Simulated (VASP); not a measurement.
Zr2SiC2:

```xyz
5
Lattice="5.1322 0.0000 0.0000 -2.5661 4.4446 0.0000 0.0000 0.0000 3.8194" Properties=species:S:1:pos:R:3 pbc="T T T"
Zr    0.0000    2.9631    0.0000
Zr    2.5661    1.4815    0.0000
Si    0.0000    0.0000    1.9097
C     0.0000    2.9631    1.9097
C     2.5661    1.4815    1.9097
```

```yaml
Program: VASP 6.6.1
Task: relaxation of cell and atoms
Functional: PBE
Potentials_or_basis: VASP PAW PBE potentials, release 64 (Zr_sv, Si, C)
Cutoff: 600 eV
k_mesh: 6 × 6 × 4
Occupations: gaussian, width 0.1 eV
Spin: no spin polarisation
```

At the start: pressure 20.9 GPa; volume 17.42 Å³/atom.

Q: Where does the relaxation end?

A: Over 8 steps the energy falls by 448.4 meV/atom and the volume is 16.66 Å³/atom (-4.4 %); space group P6/mmm (No. 191, to 0.05 Å).

The path:
```
step  energy change (eV)  largest force (eV/Å)  pressure (GPa)  volume (Å³)
   1              0.0000                0.0000           20.85        87.12
   2             -0.2084                0.0000          -15.60       116.62
   3             -1.7856                0.0000           -4.50       100.94
   4             -1.7960                0.0000           -3.67       100.12
   5             -1.7991                0.0000           -2.83        99.37
   6             -1.7989                0.0000           -3.11        99.61
   7             -1.9395                0.0000           -1.92        95.46
   8             -2.2418                0.0000            0.14        83.31
```

Final structure:
```
Zr Si C
1.0
     4.65606    0.00000    0.00000
    -2.32803    4.03226    0.00000
     0.00000    0.00000    4.43721
Zr Si C
2 1 2
Direct
  0.33333 0.66667 0.00000
  0.66667 0.33333 0.00000
  0.00000 0.00000 0.50000
  0.33333 0.66667 0.50000
  0.66667 0.33333 0.50000
```

Caveat: the k points lie up to 0.35 Å⁻¹ apart in the final cell.
